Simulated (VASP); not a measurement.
Set up this calculation in VASP 6.6.1, as the native input.

- Task: single point
- Functional: PBE
- Potentials or basis: VASP PAW PBE potentials, release 64 (Ru_pv)
- Cutoff: 520 eV
- k mesh: 22 × 22 × 22
- Occupations: gaussian, width 0.15 eV
- Spin: no spin polarisation
- Dipole correction: no
- Further INCAR settings: ALGO = Fast; EDIFF = 1e-06; NBANDS = 13

The structure of Ru lies in POSCAR:

```
Ru
1.0
    0.0000000000      2.0233863442      1.7338397583
    2.0233863442      0.0000000000      1.7338397583
    2.0233863442      2.0233863442      0.0000000000
Ru
1
Direct
    0.0000000000      0.0000000000      0.0000000000
```

This cell differs from its parent crystal: volume 14.197 Å^3 an atom, c/a of the conventional cell 0.8569.

These files were run (other wordings do the same):

INCAR

```
SYSTEM = Ru
PREC = Accurate
ENCUT = 520
EDIFF = 1E-6
ISMEAR = 0
SIGMA = 0.15
LREAL = .FALSE.
LASPH = .TRUE.
NELM = 60
ALGO = Fast
ISIF = 2
LWAVE = .FALSE.
LCHARG = .FALSE.
GGA = PE
NBANDS = 13
```

KPOINTS

```
regular mesh
0
G
  22 22 22
  0 0 0
```

Potentials or basis: VASP PAW PBE potentials, release 64 (Ru_pv).

Run with:

```console
$ cat potpaw_PBE.64/Ru_pv/POTCAR > POTCAR
$ mpirun -np 1 vasp_std > vasp.out
```

It gave:

The pressure is -4.7 GPa. The band gap on the k mesh is zero (band 7 reaches 14.09 eV, above the bottom of band 8 at 10.43 eV).

It took 97 s on 1 thread of Intel(R) Xeon(R) 6975P-C (Granite Rapids) (shared host), peak memory 0.25 GiB.
